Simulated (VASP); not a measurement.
# Ga (Im-3m) in VASP: a series of runs

Runs on Ga. Level: LDA. Tasks: relaxation of cell and atoms, single point.

Program: VASP 6.6.1. These are calculated values, not measurements. Logs are shortened: lines on timing, memory, paths and dates and some standing lists are left out, and cuts for length are marked.

## (1) The cell of the first run

It takes space group Im-3m (No. 229, cubic). The conventional cell has a = 3.397 Å, b = 3.397 Å, c = 3.397 Å, α = 90.00°, β = 90.00°, γ = 90.00°. Within 3.9 Å of Ga (site symmetry m-3m) lie 14 Ga at 2.94 to 3.40 Å.

This isn't the form of Ga at room conditions, which is orthorhombic.

## (2) Relaxation of cell and atoms, LDA

The input, INCAR:

```
ALGO     = Normal         # electronic algorithm
EDIFF    = 1E-7           # SCF threshold, eV
EDIFFG   = -0.01          # ionic threshold
ENCUT    = 600            # plane-wave cutoff, eV
GGA      = CA             # functional
IBRION   = 2              # ionic algorithm
ISIF     = 3              # what is computed and relaxed
ISMEAR   = -1             # smearing method
LASPH    = True           # aspherical terms in the spheres
LCHARG   = False          # write CHGCAR
LREAL    = False          # projectors in reciprocal space
LWAVE    = False          # write WAVECAR
NELM     = 80             # most SCF steps
NSW      = 80             # ionic steps
PREC     = Accurate       # precision mode
SIGMA    = 0.1            # smearing width, eV
```

The input, KPOINTS:

```
k-points
0
Gamma
  13 13 13
```

The input, POSCAR:

```
Ga
1.0
   -1.6983540166      1.6983540166      1.6983540166
    1.6983540166     -1.6983540166      1.6983540166
    1.6983540166      1.6983540166     -1.6983540166
Ga
1
Direct
    0.0000000000      0.0000000000      0.0000000000
```

Potentials or basis: VASP PAW LDA potentials, release 64 (Ga_d).

On the command line:

```
$ cat potpaw_LDA.64/Ga_d/POTCAR > POTCAR
$ mpirun -np 1 vasp_std > vasp.out
```

OUTCAR:

```text
EDIFF = 1E-7
   EDIFFG = -0.01
   ENCUT = 600
   GGA = CA
   IBRION = 2
   ISIF = 3
   ISMEAR = -1
   LASPH = True
   LREAL = False
   NELM = 80
   NSW = 80
   PREC = Accurate

 ion  position               nearest neighbor table
   1  0.000  0.000  0.000-

  LATTYP: Found a body centered cubic cell.
 ALAT       =     3.3967080332

  Lattice vectors:

 A1 = (  -1.6983540166,   1.6983540166,   1.6983540166)
 A2 = (   1.6983540166,  -1.6983540166,   1.6983540166)
 A3 = (   1.6983540166,   1.6983540166,  -1.6983540166)

Analysis of symmetry for initial positions (statically):
=====================================================================
 Subroutine PRICEL returns:
 Original cell was already a primitive cell.

 Routine SETGRP: Setting up the symmetry group for a
 body centered cubic supercell.

 Subroutine GETGRP returns: Found 48 space group operations
 (whereof 48 operations were pure point group operations)
 out of a pool of 48 trial point group operations.

The static configuration has the point symmetry O_h .

Analysis of symmetry for dynamics (positions and initial velocities):
=====================================================================
 Subroutine PRICEL returns:
 Original cell was already a primitive cell.

 Routine SETGRP: Setting up the symmetry group for a
 body centered cubic supercell.

 Subroutine GETGRP returns: Found 48 space group operations
 (whereof 48 operations were pure point group operations)
 out of a pool of 48 trial point group operations.

The dynamic configuration has the point symmetry O_h .

 Subroutine INISYM returns: Found 48 space group operations
 (whereof 48 operations are pure point group operations),
 and found     1 'primitive' translations

----------------------------------------------------------------------------------------

                                     Primitive cell

  volume of cell :      19.5950

  direct lattice vectors                    reciprocal lattice vectors
    -1.698354017  1.698354017  1.698354017     0.000000000  0.294402695  0.294402695
     1.698354017 -1.698354017  1.698354017     0.294402695  0.000000000  0.294402695
     1.698354017  1.698354017 -1.698354017     0.294402695  0.294402695  0.000000000

  length of vectors
     2.941635446  2.941635446  2.941635446     0.416348284  0.416348284  0.416348284
[... 88 lines left out ...]
   TEBEG  =    0.0;   TEEND  =   0.0 temperature during run
   PSTRESS=    0.0 pullay stress
   NELECT =      13.0000    total number of electrons
   NUPDOWN=      -1.0000    fix difference up-down
   EMIN   =  10.00;   EMAX   =-10.00  energy-range for DOS
   EFERMI =   0.00;   METHOD = LEGACY
   ISMEAR =    -1;   SIGMA  =   0.10  broadening in eV -4-tet -1-fermi 0-gaus
   EFERMI_NEDOS =   21; number of points for ismear=-14 and -15
   IALGO  =     38    algorithm
   IMIX   =      4    mixing-type and parameters
     AMIX     =   0.40;   BMIX     =  1.00
     AMIX_MAG =   1.60;   BMIX_MAG =  1.00
  volume/ion in A,a.u.               =      19.59       132.23
  Fermi-wavevector in a.u.,A,eV,Ry     =   1.427823  2.698194 27.737908  2.038679
  Thomas-Fermi vector in A             =   2.547951
   LORBIT       =      0    0 simple, 1 ext, 2 COOP (PROOUT), +10 PAW based schemes
   GGA     = CA    functional components
   LHFCALC =     F    Hartree Fock is set to
   AEXX    =    0.0000 exact exchange contribution
   IVDW    =     0    specifies the selected vdW correction
   LEPSILON=     F    determine dielectric tensor
   LRPA    =     F    only Hartree local field effects (RPA)
 conjugate gradient relaxation of ions
 non-spin polarized calculation
  energy-cutoff  :      600.00
  volume of cell :       19.59
 maximum number of plane-waves:       682
   NGX = 11   NGY = 11   NGZ = 11

--------------------------------------- Ionic step        1  -------------------------------------------

 number of electron      12.9999994 magnetization

 Free energy of the ion-electron system (eV)
  ---------------------------------------------------
  ext. energy  EPLUGINS =         0.00000000
  ---------------------------------------------------
  free energy    TOTEN  =        -3.50310666 eV

  energy without entropy =       -3.48990608  energy(sigma->0) =       -3.49650637

------------------------ aborting loop because EDIFF is reached ----------------------------------------

  FORCE on cell =-STRESS in cart. coord.  units (eV):
  Direction    XX          YY          ZZ          XY          YZ          ZX
  --------------------------------------------------------------------------------------
  -------------------------------------------------------------------------------------
  Total       -0.7087470     -0.7087470     -0.7087470     -0.0000000      0.0000000      0.0000000
  in kB      -57.9504926    -57.9504926    -57.9504926     -0.0000000      0.0000000      0.0000000
  external PRESSURE =     -57.9504926 kB  Pullay stress =       0.0000000 kB
[... 162 lines left out ...]
--------------------------------------- Ionic step        6  -------------------------------------------

 number of electron      13.0000005 magnetization

 Free energy of the ion-electron system (eV)
  ---------------------------------------------------
  ext. energy  EPLUGINS =         0.00000000
  ---------------------------------------------------
  free energy    TOTEN  =        -3.54747216 eV

  energy without entropy =       -3.53569171  energy(sigma->0) =       -3.54158194

 E-fermi :   6.0918     XC(G=0): -11.7428

 val. band max:        5.9691741090   @ k =  -0.3846  -0.3846   0.0769
 cond. band min:       6.1311159762   @ k =  -0.3846   0.3846   0.1538
 fundamental gap:      0.1619418672
 Fermi energy:         6.0917681850

 k-point     1 :       0.0000    0.0000    0.0000
  band No.  band energies     occupation
      1      -9.0227      2.00000
      2      -9.0227      2.00000
      3      -9.0227      2.00000
      4      -8.7953      2.00000
      5      -8.7953      2.00000
      6      -5.5964      2.00000
      7      19.4538      0.00000
      8      19.4538      0.00000
      9      19.4538      0.00000
     10      24.1077      0.00000
[... 287 lines left out ...]
 k-point    24 :       0.2308    0.0769    0.0769
  band No.  band energies     occupation
      1      -9.0859      2.00000
      2      -9.0434      2.00000
      3      -8.8216      2.00000
      4      -8.7962      2.00000
      5      -8.7852      2.00000
      6      -2.4700      2.00000
      7       8.6030      0.00000
      8      12.4645      0.00000
      9      13.6287      0.00000
     10      22.1306      0.00000

 [... further k-points ...]
[... 5 lines left out ...]
  --------------------------------------------------------------------------------------
  -------------------------------------------------------------------------------------
  Total        0.0026245      0.0026245      0.0026245     -0.0000000      0.0000000     -0.0000000
  in kB        0.2413947      0.2413947      0.2413947     -0.0000000      0.0000000     -0.0000000
  external PRESSURE =       0.2413947 kB  Pullay stress =       0.0000000 kB
[... 16 lines left out ...]
  FREE ENERGIE OF THE ION-ELECTRON SYSTEM (eV)
  ---------------------------------------------------
  free  energy   TOTEN  =        -3.5474721609 eV

  energy  without entropy=       -3.5356917123  energy(sigma->0) =       -3.54158194

 reached required accuracy - stopping structural energy minimisation
```

OSZICAR:

```text
N       E                     dE             d eps       ncg     rms          rms(c)
DAV:   1     0.372494821510E+02    0.37249E+02   -0.77213E+03  1712   0.240E+03
DAV:   2    -0.213786513955E+01   -0.39387E+02   -0.38652E+02  1732   0.255E+02
DAV:   3    -0.352181101368E+01   -0.13839E+01   -0.13807E+01  1944   0.444E+01
DAV:   4    -0.353476766497E+01   -0.12957E-01   -0.12954E-01  1922   0.450E+00
[... 42 lines left out ...]
DAV:   1    -0.354774138543E+01   -0.27759E-03   -0.34553E-03  1816   0.128E+00    0.941E-02
DAV:   2    -0.354752749685E+01    0.21389E-03   -0.39159E-04  1842   0.457E-01    0.419E-02
DAV:   3    -0.354747858016E+01    0.48917E-04   -0.51030E-05  1874   0.156E-01    0.981E-03
DAV:   4    -0.354747216328E+01    0.64169E-05   -0.47305E-06  2400   0.442E-02    0.301E-04
DAV:   5    -0.354747216092E+01    0.23610E-08   -0.11371E-08  1006   0.158E-03
   6 F= -.35474722E+01 E0= -.35415819E+01  d E =-.127796E-05
```

CONTCAR:

```text
Ga
   1.00000000000000
    -1.6330091954035948    1.6330091954035948    1.6330091954035948
     1.6330091954035948   -1.6330091954035948    1.6330091954035948
     1.6330091954035948    1.6330091954035948   -1.6330091954035948
  Ga
     1
Direct
     0.0000000000000000    0.0000000000000000    0.0000000000000000

  0.00000000E+00  0.00000000E+00  0.00000000E+00
```

Wall time 64 s (1 thread of Intel Xeon 8259CL, shared host); peak memory 0.15 GiB.

What came out:

| Quantity | Value |
| --- | --- |
| Free energy | -3.5475 eV |
| Relaxed volume | 17.42 Å³/atom |
| Relaxed cell | a = 2.828 Å, b = 2.828 Å, c = 2.828 Å, α = 109.47°, β = 109.47°, γ = 109.47° |
| Space group after relaxing (to 0.1 Å) | Im-3m (No. 229) |
| Energy gained by relaxing | 44.4 meV/atom |
| Ionic steps | 6 |
| Pressure after relaxing | 0.0 GPa |
| Band gap on the k mesh | zero (an odd number of electrons rules out a gap without spin polarisation) |

Step by step:
```tsv
step	energy change (eV)	largest force (eV/Å)	pressure (GPa)	volume (Å³)
1	0.0000	0.0000	-5.80	19.59
2	-0.0437	0.0000	-0.75	17.65
3	-0.0443	0.0000	-0.19	17.47
4	-0.0444	0.0000	0.13	17.40
5	-0.0444	0.0000	-0.17	17.44
6	-0.0444	0.0000	0.02	17.42
```

Final structure:
```
CELL_PARAMETERS angstrom
-1.63301 1.63301 1.63301
1.63301 -1.63301 1.63301
1.63301 1.63301 -1.63301
ATOMIC_POSITIONS crystal
Ga 0.00000 0.00000 0.00000
```

## (3) Single point, LDA

This run uses another cell than the first one, of 17.38 Å³/atom.

The input, INCAR:

```
SYSTEM = Ga
PREC = Accurate ; ENCUT = 520
EDIFF = 1E-7 ; ISMEAR = -1
SIGMA = 0.1 ; LREAL = .FALSE.
LASPH = .TRUE. ; NELM = 100
ALGO = Normal ; ISIF = 2
LWAVE = .FALSE. ; LCHARG = .FALSE.
GGA = CA ; NBANDS = 12
```

The input, KPOINTS:

```
Automatic mesh
0
G
  22 22 22
  0 0 0
```

The input, POSCAR:

```
Ga
1.0
   -1.6318100944      1.6318100944      1.6318100944
    1.6318100944     -1.6318100944      1.6318100944
    1.6318100944      1.6318100944     -1.6318100944
Ga
1
Direct
    0.0000000000      0.0000000000      0.0000000000
```

Potentials or basis: VASP PAW LDA potentials, release 64 (Ga_d).

On the command line:

```
$ cat potpaw_LDA.64/Ga_d/POTCAR > POTCAR
$ mpirun -np 1 vasp_std > vasp.out
```

It took 62 s on 1 thread of Intel Xeon 8259CL, shared host; peak memory 0.18 GiB.

Results (log left out):

- Free energy: -3.5459 eV
- Pressure: 0.1 GPa
- Band gap on the k mesh: zero (an odd number of electrons rules out a gap without spin polarisation)

Levels at points of the mesh, in eV from the Fermi level:
| k point | band 3 | band 4 | band 5 | band 6 | band 7 | band 8 | band 9 | band 10 |
| --- | --- | --- | --- | --- | --- | --- | --- | --- |
| (0.00, 0.00, 0.00) | -15.10 | -14.87 | -14.87 | -11.69 | 13.41 | 13.41 | 13.41 | 18.06 |
| (0.50, 0.00, 0.00) | -14.88 | -14.87 | -14.73 | -4.57 | -4.08 | 7.40 | 9.49 | 12.00 |
| (0.50, 0.50, 0.50) | -14.76 | -14.76 | -14.76 | 1.62 | 1.62 | 1.62 | 2.00 | 5.99 |

## (4) Single point, LDA, non-collinear spin, zero start, spin-orbit coupling

This run uses another cell than the first one, of 17.38 Å³/atom.

The input, INCAR:

```
SYSTEM = Ga
  PREC = Accurate
  ENCUT = 520
  EDIFF = 1E-6
  ISMEAR = -1
  SIGMA = 0.1
  LREAL = .FALSE.
  LASPH = .TRUE.
  NELM = 150
  ALGO = Normal
  ISIF = 2
  LWAVE = .FALSE.
  LCHARG = .FALSE.
  LNONCOLLINEAR = .TRUE.
  MAGMOM = 0 0 0
  LORBIT = 11
  LSORBIT = .TRUE.
  GGA_COMPAT = .FALSE.
  LORBMOM = .TRUE.
  NBANDS = 24
```

The input, KPOINTS:

```
regular mesh
0
G
  13 13 13
  0 0 0
```

POSCAR is that of step 3.

On the command line:

```
$ cat potpaw_LDA.64/Ga_d/POTCAR > POTCAR
$ mpirun -np 1 vasp_ncl > vasp.out
```

Run time: 84 s. Hardware: 1 thread of Intel Xeon 8259CL, shared host; peak memory 0.2 GiB.

Results (log left out):

```
Free energy                                           : -3.5525 eV
Pressure                                              : 0.3 GPa
Net moment                                            : 0.00 μB per cell
Valence electrons inside the program's atomic spheres : Ga 11.60
```

Moments on the atoms (μB; x, y, z):
```
Ga  0.00 0.00 0.00
```

## (5) Summary

| task | spin | cell | k mesh | cutoff (eV) | gap on the mesh (eV) | pressure (GPa) |
| --- | --- | --- | --- | --- | --- | --- |
| relaxation of cell and atoms | off | relaxed from a = 2.942 Å, angles 109.5°, 1 atom | 13 × 13 × 13 | 600 | none | 0.0 |
| single point | off | a = 2.826 Å, angles 109.5°, 1 atom | 22 × 22 × 22 | 520 | none | 0.1 |
| single point | non-collinear, zero start, SOC | a = 2.826 Å, angles 109.5°, 1 atom | 13 × 13 × 13 | 520 | - | 0.3 |

Alike in all rows: level LDA; potentials or basis VASP PAW LDA potentials, release 64 (Ga_d); smearing fermi-dirac 0.1 eV.

Absolute energies hang on the potentials; compare differences alone.
